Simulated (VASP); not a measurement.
# Si32O (a cell with a defect): single point with PBE

Si32O (a cell with a defect):

```
Si O
1.0
     5.47009    5.47009    5.47009
     5.47009   -5.47009   -5.47009
    -5.47009    5.47009   -5.47009
Si O
32 1
Cartesian
  6.8312 1.3564 -1.3631
  4.0996 -4.1123 -4.1035
  4.0491 4.0990 -1.3279
  1.3609 1.3643 -6.8405
  1.3500 -1.3794 -4.1060
  4.0111 1.2833 -4.1007
  4.1856 -1.3606 -1.4471
  1.3595 6.8440 -1.3578
  -1.3711 1.3601 -4.1038
  1.3524 4.1489 -4.1519
  4.1066 4.0982 4.1158
  1.3876 1.4962 -1.4937
  4.1381 1.4053 1.3721
  -4.3736 3.8660 -3.9006
  -1.3691 4.0984 -1.3664
  1.3782 4.0980 1.3464
  5.5098 0.0034 -2.7884
  8.2019 0.0118 -0.0174
  2.7362 2.8197 -2.8265
  -0.0796 -0.0068 -8.1218
  5.4744 2.7461 -0.0064
  2.6857 -0.0460 -5.4849
  2.7339 -2.7252 -2.7381
  0.0009 5.4746 -2.7364
  2.7140 5.4748 0.0107
  -0.0033 2.7386 -5.4765
  2.7337 2.7425 2.7315
  0.0132 0.0042 -2.7311
  2.9367 0.2367 -0.2710
  -0.1262 8.0765 0.0203
  -2.7304 2.6973 -2.6992
  0.0097 2.7289 -0.0080
  1.7677 -0.6836 0.4004
```

```
Program                : VASP 6.6.1
Task                   : single point
Functional             : PBE
Potentials or basis    : VASP PAW PBE potentials, release 64 (Si, O)
Cutoff                 : 520 eV
k mesh                 : 2 × 2 × 2, shifted
Occupations            : gaussian, width 0.02 eV
Spin                   : no spin polarisation
Dipole correction      : no
Further INCAR settings : LREAL = Auto; ALGO = Normal; EDIFF = 1e-06; NBANDS = 89
```

The pressure is 1.7 GPa and the largest force is 0.046 eV/Å. The band gap on the k mesh is 1.29 eV.

Forces in eV/Å, atoms in the order of the input:
```
Si   0.004 -0.001  0.000
Si   0.002  0.001  0.000
Si   0.000  0.004 -0.001
Si   0.001 -0.003  0.001
Si   0.002  0.003 -0.002
Si   0.003  0.003 -0.004
Si   0.000  0.003  0.000
Si   0.000 -0.002  0.000
Si   0.001  0.002 -0.001
Si  -0.001  0.000  0.000
Si   0.002  0.003 -0.001
Si   0.002  0.002  0.000
Si   0.002  0.001 -0.002
Si  -0.026 -0.024  0.029
Si  -0.001  0.000 -0.001
Si  -0.001  0.003  0.001
Si  -0.004 -0.002  0.001
Si  -0.001  0.000  0.000
Si   0.000 -0.004  0.002
Si   0.000 -0.007  0.004
Si   0.000  0.000  0.003
Si   0.000  0.003  0.001
Si   0.000 -0.001 -0.001
Si  -0.001 -0.002 -0.002
Si   0.000 -0.004  0.002
Si  -0.002  0.001 -0.001
Si  -0.002 -0.002 -0.002
Si   0.001  0.000  0.001
Si   0.027  0.024 -0.027
Si   0.000  0.001  0.004
Si  -0.006  0.000  0.000
Si   0.001 -0.001 -0.001
O   -0.007  0.001 -0.005
```

Stress tensor (GPa, compression positive):
```
 1.68  1.12 -1.11
 1.12  1.71 -1.11
-1.11 -1.11  1.68
```

Levels at points of the mesh, in eV from the valence-band top:
```tsv
k point	band 63	band 64	band 65	band 66	band 67	band 68	band 69	band 70	band 71	band 72
(0.25, 0.25, 0.25)	-0.23	-0.23	-0.19	-0.08	-0.06	1.83	1.88	1.99	1.99	2.01
```

Run time: 4.8 min on 1 thread of AMD EPYC 9R45 96-Core Processor (Zen 5) (shared host), peak memory 0.7 GiB.
